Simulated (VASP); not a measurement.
A run of VASP 6.6.1 is set up as follows.

INCAR

```
ALGO     = Normal         # electronic algorithm
EDIFF    = 1E-7           # SCF threshold, eV
ENCUT    = 520            # plane-wave cutoff, eV
GGA      = RP             # functional
ISIF     = 2              # what is computed and relaxed
ISMEAR   = -1             # smearing method
LASPH    = True           # aspherical terms in the spheres
LCHARG   = True           # write CHGCAR
LELF     = True           # ELF
LREAL    = False          # projectors in reciprocal space
LVHAR    = True         
LWAVE    = False          # write WAVECAR
NBANDS   = 16             # bands
NELM     = 60             # most SCF steps
PREC     = Accurate       # precision mode
SIGMA    = 0.1            # smearing width, eV
```

The input KPOINTS:

```
k-points
0
Gamma
  6 6 6
```

POSCAR

```
K
1.0
    0.0000000000      5.0495622424      5.0495622424
    5.0495622424      0.0000000000      5.0495622424
    5.0495622424      5.0495622424      0.0000000000
K
2
Direct
    0.1250000000      0.1250000000      0.1250000000
    0.8750000000      0.8750000000      0.8750000000
```

Potentials or basis: VASP PAW PBE potentials, release 64 (K_sv).

The run is started by

```bash
$ cat potpaw_PBE.64/K_sv/POTCAR > POTCAR
$ mpirun -np 1 vasp_std > vasp.out
```

Q: Predict the pressure.

A: 0.0 GPa.

Q: What does it give for the band gap on the k mesh?

A: Zero (band 9 reaches -0.79 eV, above the bottom of band 10 at -0.97 eV).

Caveat: the PAW data sets were made with another functional, which shifts forces and pressure a little.
